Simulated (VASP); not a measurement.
# Sb: relaxation of the atoms with PBEsol

The system is Sb, a slab with vacuum.

```
CELL_PARAMETERS angstrom
3.33385 0.00000 0.00000
0.00000 3.33385 0.00000
0.00000 0.00000 25.42950
ATOMIC_POSITIONS crystal
Sb 0.00000 0.00000 0.32383
Sb 0.50000 0.50000 0.40575
Sb 0.00000 0.00000 0.50000
Sb 0.50000 0.50000 0.59425
Sb 0.00000 0.00000 0.67617
```

* Program: VASP 6.6.1
* Task: relaxation of the atoms
* Functional: PBEsol
* Potentials or basis: VASP PAW PBE potentials, release 64 (Sb)
* Cutoff: 520 eV
* k mesh: 11 × 11 × 1
* Occupations: fermi-dirac, width 0.1 eV
* Spin: no spin polarisation
* Dipole correction: yes
* Further INCAR settings: ALGO = Normal; EDIFF = 1e-07; IBRION = 2; EDIFFG = -0.01; NSW = 32

- Energy gained by relaxing: 0.3 meV/atom
- Ionic steps: 11
- Largest force after relaxing: 0.009 eV/Å

Forces in eV/Å, atoms in the order of the input:
```
Sb   0.000  0.000 -0.007
Sb   0.000  0.000  0.009
Sb   0.000  0.000  0.000
Sb   0.000  0.000 -0.009
Sb   0.000  0.000  0.007
```

Step by step:
```tsv
step	energy change (eV)	largest force (eV/Å)	pressure (GPa)
1	0.0000	0.0394	0.32
2	-0.0001	0.0345	0.31
3	-0.0004	0.0191	0.28
4	-0.0003	0.0405	0.23
5	-0.0005	0.0228	0.26
6	-0.0006	0.0220	0.27
7	-0.0009	0.0197	0.30
8	-0.0013	0.0154	0.35
9	-0.0012	0.0246	0.48
10	-0.0014	0.0120	0.40
11	-0.0015	0.0087	0.45
```

Final structure:
```
Sb
1.0
     3.33385    0.00000    0.00000
     0.00000    3.33385    0.00000
     0.00000    0.00000   25.42950
Sb
5
Cartesian
  0.0000 0.0000 8.2649
  1.6669 1.6669 10.3551
  3.3338 0.0000 12.7147
  1.6669 1.6669 15.0744
  0.0000 0.0000 17.1646
```

Levels at points of the mesh, in eV from the Fermi level:
| k point | band 7 | band 8 | band 9 | band 10 | band 11 | band 12 | band 13 | band 14 | band 15 | band 16 |
| --- | --- | --- | --- | --- | --- | --- | --- | --- | --- | --- |
| (0.00, 0.00, 0.00) | -2.16 | 0.22 | 0.22 | 0.25 | 0.71 | 0.71 | 2.25 | 2.25 | 2.37 | 3.71 |

It took 21 min on 1 thread of Oxide Virtual Turin-like Processor, on a shared host, peak memory 0.4 GiB.

Caveat: the highest band is partly filled, so the run has too few bands; the PAW data sets were made with another functional, which shifts forces and pressure a little; spin-orbit coupling is left out, which moves the levels of the heavy elements.
